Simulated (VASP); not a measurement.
# Fe2O5 (cubic X2O5 type) (Pn-3m) in VASP: notebook

Runs on Fe2O5 (cubic X2O5 type). Level: PBE. Tasks: single point.

All numbers are computed with VASP 6.6.1; they aren't measurements. Logs are shortened: lines on timing, memory, paths and dates and some standing lists are left out, and cuts for length are marked.

## Step 1: The cell of the first run

It takes space group Pn-3m (No. 224, cubic). Conventional cell: a = 4.778 Å, b = 4.778 Å, c = 4.778 Å, α = 90.00°, β = 90.00°, γ = 90.00°. Within 2.7 Å of Fe (site symmetry -3m) lie 12 O at 2.07 to 2.39 Å. Within 2.7 Å of O (site symmetry -3m) lie 6 O at 2.07 Å and 6 Fe at 2.39 Å. Within 2.7 Å of O (site symmetry -42m) lie 4 Fe at 2.07 Å and 8 O at 2.07 to 2.39 Å.

## Step 2: Single point, PBE

Contents of INCAR:

```
SYSTEM = Fe2O5
ALGO     = Normal         ! electronic algorithm
EDIFF    = 1E-7           ! SCF threshold, eV
ENCUT    = 520            ! plane-wave cutoff, eV
GGA      = PE             ! functional
ISIF     = 2              ! what is computed and relaxed
ISMEAR   = -1             ! smearing method
LASPH    = .True.         ! aspherical terms in the spheres
LCHARG   = .False.        ! write CHGCAR
LREAL    = .False.        ! projectors in reciprocal space
LWAVE    = .False.        ! write WAVECAR
NBANDS   = 59             ! bands
NELM     = 80             ! most SCF steps
PREC     = Accurate       ! precision mode
SIGMA    = 0.06122561905347299 ! smearing width, eV
```

Contents of KPOINTS:

```
k-points
0
Gamma
  11 11 11
  0 0 0
```

Contents of POSCAR:

```
Fe2O5
1.0
    4.7775150527      0.0000000000      0.0000000000
    0.0000000000      4.7775150527      0.0000000000
    0.0000000000      0.0000000000      4.7775150527
Fe O
4 10
Direct
    0.0000000000      0.0000000000      0.0000000000
    0.5000000000      0.5000000000      0.0000000000
    0.5000000000      0.0000000000      0.5000000000
    0.0000000000      0.5000000000      0.5000000000
    0.5000000000      0.0000000000      0.0000000000
    0.0000000000      0.5000000000      0.0000000000
    0.0000000000      0.0000000000      0.5000000000
    0.5000000000      0.5000000000      0.5000000000
    0.7500000000      0.7500000000      0.2500000000
    0.7500000000      0.2500000000      0.7500000000
    0.2500000000      0.7500000000      0.7500000000
    0.7500000000      0.2500000000      0.2500000000
    0.2500000000      0.7500000000      0.2500000000
    0.2500000000      0.2500000000      0.7500000000
```

Potentials or basis: VASP PAW PBE potentials, release 64 (Fe, O).

Launch:

```bash
$ cat potpaw_PBE.64/Fe/POTCAR potpaw_PBE.64/O/POTCAR > POTCAR
$ mpirun -np 1 vasp_std > vasp.out
```

OUTCAR:

```text
SYSTEM = Fe2O5
   EDIFF = 1E-7
   ENCUT = 520
   GGA = PE
   ISIF = 2
   ISMEAR = -1
   LASPH = .True.
   LREAL = .False.
   NELM = 80
   PREC = Accurate

 ion  position               nearest neighbor table
   1  0.000  0.000  0.000-   9 2.07  10 2.07  11 2.07  12 2.07  13 2.07  14 2.07   5 2.39   6 2.39
                             7 2.39   7 2.39   6 2.39   5 2.39
   2  0.500  0.500  0.000-   9 2.07  10 2.07  11 2.07  12 2.07  13 2.07  14 2.07   5 2.39   6 2.39
                             8 2.39   8 2.39   5 2.39   6 2.39
   3  0.500  0.000  0.500-   9 2.07  10 2.07  11 2.07  12 2.07  13 2.07  14 2.07   5 2.39   7 2.39
                             8 2.39   5 2.39   8 2.39   7 2.39
   4  0.000  0.500  0.500-   9 2.07  10 2.07  11 2.07  12 2.07  13 2.07  14 2.07   6 2.39   7 2.39
                             8 2.39   6 2.39   7 2.39   8 2.39
   5  0.500  0.000  0.000-   1 2.39   2 2.39   3 2.39   3 2.39   2 2.39   1 2.39
   6  0.000  0.500  0.000-   1 2.39   2 2.39   4 2.39   4 2.39   1 2.39   2 2.39
   7  0.000  0.000  0.500-   1 2.39   3 2.39   4 2.39   1 2.39   4 2.39   3 2.39
   8  0.500  0.500  0.500-   2 2.39   3 2.39   4 2.39   2 2.39   3 2.39   4 2.39
   9  0.750  0.750  0.250-   1 2.07   2 2.07   3 2.07   4 2.07
  10  0.750  0.250  0.750-   1 2.07   2 2.07   3 2.07   4 2.07
  11  0.250  0.750  0.750-   1 2.07   2 2.07   3 2.07   4 2.07
  12  0.750  0.250  0.250-   1 2.07   2 2.07   3 2.07   4 2.07
  13  0.250  0.750  0.250-   1 2.07   2 2.07   3 2.07   4 2.07
  14  0.250  0.250  0.750-   1 2.07   2 2.07   3 2.07   4 2.07

  LATTYP: Found a simple cubic cell.
 ALAT       =     4.7775150527

  Lattice vectors:

 A1 = (   4.7775150527,   0.0000000000,   0.0000000000)
 A2 = (   0.0000000000,   4.7775150527,   0.0000000000)
 A3 = (   0.0000000000,   0.0000000000,   4.7775150527)

Analysis of symmetry for initial positions (statically):
=====================================================================
 Subroutine PRICEL returns:
 Original cell was already a primitive cell.

 Routine SETGRP: Setting up the symmetry group for a
 simple cubic supercell.

 Subroutine GETGRP returns: Found 48 space group operations
 (whereof 12 operations were pure point group operations)
 out of a pool of 48 trial point group operations.

The static configuration has the point symmetry D_3d.
 The point group associated with its full space group is O_h .

Analysis of symmetry for dynamics (positions and initial velocities):
=====================================================================
 Subroutine PRICEL returns:
 Original cell was already a primitive cell.

 Routine SETGRP: Setting up the symmetry group for a
 simple cubic supercell.

 Subroutine GETGRP returns: Found 48 space group operations
 (whereof 12 operations were pure point group operations)
 out of a pool of 48 trial point group operations.

The dynamic configuration has the point symmetry D_3d.
 The point group associated with its full space group is O_h .

 Subroutine INISYM returns: Found 48 space group operations
 (whereof 12 operations are pure point group operations),
 and found     1 'primitive' translations

----------------------------------------------------------------------------------------

                                     Primitive cell

  volume of cell :     109.0451

  direct lattice vectors                    reciprocal lattice vectors
     4.777515053  0.000000000  0.000000000     0.209313836  0.000000000  0.000000000
     0.000000000  4.777515053  0.000000000     0.000000000  0.209313836  0.000000000
     0.000000000  0.000000000  4.777515053     0.000000000  0.000000000  0.209313836

  length of vectors
     4.777515053  4.777515053  4.777515053     0.209313836  0.209313836  0.209313836

  position of ions in fractional coordinates (direct lattice)
     0.000000000  0.000000000  0.000000000
     0.500000000  0.500000000  0.000000000
     0.500000000  0.000000000  0.500000000
     0.000000000  0.500000000  0.500000000
     0.500000000  0.000000000  0.000000000
     0.000000000  0.500000000  0.000000000
     0.000000000  0.000000000  0.500000000
     0.500000000  0.500000000  0.500000000
     0.750000000  0.750000000  0.250000000
     0.750000000  0.250000000  0.750000000
     0.250000000  0.750000000  0.750000000
     0.750000000  0.250000000  0.250000000
     0.250000000  0.750000000  0.250000000
     0.250000000  0.250000000  0.750000000

[... 31 lines left out ...]

  Length of vectors
     0.019028531  0.019028531  0.019028531

  Shift w.r.t. Gamma in fractional coordinates (k-lattice)
     0.000000000  0.000000000  0.000000000

 Subroutine IBZKPT returns following result:
 ===========================================

 Found     56 irreducible k-points:

 Following reciprocal coordinates:
            Coordinates               Weight
  0.000000  0.000000  0.000000      1.000000
  0.090909  0.000000  0.000000      6.000000
  0.181818  0.000000  0.000000      6.000000
  0.272727  0.000000  0.000000      6.000000
  0.363636  0.000000  0.000000      6.000000
  0.454545  0.000000  0.000000      6.000000
[... 16 lines left out ...]
  0.181818  0.090909  0.090909     24.000000
  0.272727  0.090909  0.090909     24.000000
 [... further k-points ...]
   k-points           NKPTS =     56   k-points in BZ     NKDIM =     56   number of bands    NBANDS=     59
   number of dos      NEDOS =    301   number of ions     NIONS =     14
   total plane-waves  NPLWV =  46656
   dimension x,y,z NGX =    36 NGY =   36 NGZ =   36
   dimension x,y,z NGXF=    72 NGYF=   72 NGZF=   72
   ions per type =               4  10
   NGX,Y,Z   is equivalent  to a cutoff of  12.53, 12.53, 12.53 a.u.
   NGXF,Y,Z  is equivalent  to a cutoff of  25.05, 25.05, 25.05 a.u.
 SYSTEM =  Fe2O5
   PREC   = accura    normal or accurate (medium, high low for compatibility)
   ISTART =      0    job   : 0-new  1-cont  2-samecut
   ICHARG =      2    charge: 1-file 2-atom 10-const
   ISPIN  =      1    spin polarized calculation?
   LNONCOLLINEAR =      F non collinear calculations
   LSORBIT =      F    spin-orbit coupling
   LASPH  =      T    aspherical Exc in radial PAW
   ENCUT  =  520.0 eV  38.22 Ry    6.18 a.u.   8.88  8.88  8.88*2*pi/ulx,y,z
   NELM   =     80;   NELMIN=  2; NELMDL= -5     # of ELM steps
   EDIFF  = 0.1E-06   stopping-criterion for ELM
   LREAL  =      F    real-space projection
   EDIFFG = 0.1E-05   stopping-criterion for IOM
   NSW    =      0    number of steps for IOM
   IBRION =     -1    ionic relax: 0-MD 1-quasi-New 2-CG
   NFREE  =      0    steps in history (QN), initial steepest desc. (CG)
   ISIF   =      2    stress and relaxation
   ISYM   =      2    0-nonsym 1-usesym 2-fastsym
   POTIM  = 0.5000    time-step for ionic-motion
   TEBEG  =    0.0;   TEEND  =   0.0 temperature during run
   PSTRESS=    0.0 pullay stress
   NELECT =      92.0000    total number of electrons
   NUPDOWN=      -1.0000    fix difference up-down
   EMIN   =  10.00;   EMAX   =-10.00  energy-range for DOS
   EFERMI =   0.00;   METHOD = LEGACY
   ISMEAR =    -1;   SIGMA  =   0.06  broadening in eV -4-tet -1-fermi 0-gaus
   EFERMI_NEDOS =   21; number of points for ismear=-14 and -15
   IALGO  =     38    algorithm
   IMIX   =      4    mixing-type and parameters
     AMIX     =   0.40;   BMIX     =  1.00
     AMIX_MAG =   1.60;   BMIX_MAG =  1.00
  volume/ion in A,a.u.               =       7.79        52.56
  Fermi-wavevector in a.u.,A,eV,Ry     =   1.546923  2.923261 32.558346  2.392971
  Thomas-Fermi vector in A             =   2.652090
   LORBIT       =      0    0 simple, 1 ext, 2 COOP (PROOUT), +10 PAW based schemes
   GGA     = PE    functional components
   LHFCALC =     F    Hartree Fock is set to
   AEXX    =    0.0000 exact exchange contribution
   IVDW    =     0    specifies the selected vdW correction
   LEPSILON=     F    determine dielectric tensor
   LRPA    =     F    only Hartree local field effects (RPA)
 non-spin polarized calculation
  energy-cutoff  :      520.00
  volume of cell :      109.05
 maximum number of plane-waves:      2962
 NGX is ok and might be reduce to    36
   NGX = 17   NGY = 17   NGZ = 17

 number of electron      92.0000011 magnetization

 Free energy of the ion-electron system (eV)
  ---------------------------------------------------
  ext. energy  EPLUGINS =         0.00000000
  ---------------------------------------------------
  free energy    TOTEN  =       -73.18265068 eV

  energy without entropy =      -72.95373526  energy(sigma->0) =      -73.06819297

 E-fermi :   5.7337     XC(G=0): -13.0466

 val. band max:        5.7334999106   @ k =   0.4545   0.3636   0.1818
 cond. band min:       5.7356031174   @ k =   0.2727   0.2727   0.0909
 fundamental gap:      0.0021032068
 Fermi energy:         5.7337020768

 k-point     1 :       0.0000    0.0000    0.0000
  band No.  band energies     occupation
      1     -16.5374      2.00000
      2     -13.7620      2.00000
      3     -13.7620      2.00000
      4     -12.8610      2.00000
      5     -12.8610      2.00000
      6     -12.8610      2.00000
[... 1453 lines left out ...]
     57       7.3266      0.00000
     58       7.3915      0.00000

 [... further k-points ...]

 [bands above 58 left out]

------------------------ aborting loop because EDIFF is reached ----------------------------------------

  FORCE on cell =-STRESS in cart. coord.  units (eV):
  Direction    XX          YY          ZZ          XY          YZ          ZX
  --------------------------------------------------------------------------------------
  -------------------------------------------------------------------------------------
  Total       10.5507744     10.5507744     10.5507744      0.0000000     -0.0000000      0.0000000
  in kB      155.0203553    155.0203553    155.0203553      0.0000000     -0.0000000      0.0000000
  external PRESSURE =     155.0203553 kB  Pullay stress =       0.0000000 kB

 VOLUME and BASIS-vectors are now :
 -----------------------------------------------------------------------------
  energy-cutoff  :      520.00
  volume of cell :      109.05
      direct lattice vectors                 reciprocal lattice vectors
     4.777515053  0.000000000  0.000000000     0.209313836  0.000000000  0.000000000
     0.000000000  4.777515053  0.000000000     0.000000000  0.209313836  0.000000000
     0.000000000  0.000000000  4.777515053     0.000000000  0.000000000  0.209313836

 POSITION                                       TOTAL-FORCE (eV/Angst)
 -----------------------------------------------------------------------------------
      0.00000      0.00000      0.00000        -0.000000      0.000000      0.000000
      2.38876      2.38876      0.00000        -0.000000      0.000000      0.000000
      2.38876      0.00000      2.38876        -0.000000      0.000000      0.000000
      0.00000      2.38876      2.38876        -0.000000      0.000000      0.000000
      2.38876      0.00000      0.00000        -0.000000      0.000000      0.000000
      0.00000      2.38876      0.00000        -0.000000      0.000000      0.000000
      0.00000      0.00000      2.38876        -0.000000      0.000000      0.000000
      2.38876      2.38876      2.38876        -0.000000      0.000000      0.000000
      3.58314      3.58314      1.19438         0.000000     -0.000000      0.000000
      3.58314      1.19438      3.58314        -0.000000      0.000000     -0.000000
      1.19438      3.58314      3.58314         0.000000     -0.000000      0.000000
      3.58314      1.19438      1.19438        -0.000000     -0.000000     -0.000000
      1.19438      3.58314      1.19438         0.000000     -0.000000      0.000000
      1.19438      1.19438      3.58314         0.000000      0.000000     -0.000000
 -----------------------------------------------------------------------------------
    total drift:                                0.000000      0.000000      0.000000

  FREE ENERGIE OF THE ION-ELECTRON SYSTEM (eV)
  ---------------------------------------------------
  free  energy   TOTEN  =       -73.1826506816 eV

  energy  without entropy=      -72.9537352636  energy(sigma->0) =      -73.06819297
```

It took 10 min on 1 thread of Intel Xeon Platinum 8488C (Sapphire Rapids), shared host; peak memory 0.37 GiB.

Results:

| Quantity | Value |
| --- | --- |
| Free energy | -73.1827 eV |
| Pressure | 15.5 GPa |
| Band gap on the k mesh | zero (bands 46 and 47 overlap by 0.80 eV) |

Caveat: the cell stands under pressure; the run has no spin polarisation, though such a crystal can be magnetic; semilocal functionals often make such compounds metallic where correlation or magnetic order opens a gap, which also shifts bond lengths. With open d or f shells a metallic result of PBE can be an artefact of self-interaction; +U or a hybrid may open a gap.

## Step 3: Single point, PBE

Contents of INCAR:

```
  PREC = Accurate
  ENCUT = 520
  EDIFF = 1E-7
  ISMEAR = -1
  SIGMA = 0.06122561905347299
  LREAL = False
  LASPH = True
  NELM = 80
  ALGO = Normal
  ISIF = 2
  LWAVE = False
  LCHARG = False
  GGA = PE
  NBANDS = 59
```

Contents of KPOINTS:

```
Automatic mesh
0
Gamma
  11 11 11
```

POSCAR is that of step 2.

Potentials or basis: VASP PAW PBE potentials, release 64 (Fe, O).

Launch:

```bash
$ cat potpaw_PBE.64/Fe/POTCAR potpaw_PBE.64/O/POTCAR > POTCAR
$ mpirun -np 1 vasp_std > vasp.out
```

It took 7 min on 1 thread of Intel Xeon Platinum 8488C (Sapphire Rapids), shared host; peak memory 0.37 GiB.

The run converged. Its results:

* Free energy: -73.1827 eV
* Pressure: 15.5 GPa
* Band gap on the k mesh: zero (bands 46 and 47 overlap by 0.80 eV)

Levels at points of the mesh, in eV from the Fermi level:
| k point | band 43 | band 44 | band 45 | band 46 | band 47 | band 48 | band 49 | band 50 |
| --- | --- | --- | --- | --- | --- | --- | --- | --- |
| (0.00, 0.00, 0.00) | -0.66 | -0.20 | -0.20 | -0.19 | -0.19 | -0.19 | 0.14 | 0.14 |

Caveat: the cell stands under pressure; the run has no spin polarisation, though such a crystal can be magnetic; semilocal functionals often make such compounds metallic where correlation or magnetic order opens a gap, which also shifts bond lengths. With open d or f shells a metallic result of PBE can be an artefact of self-interaction; +U or a hybrid may open a gap.
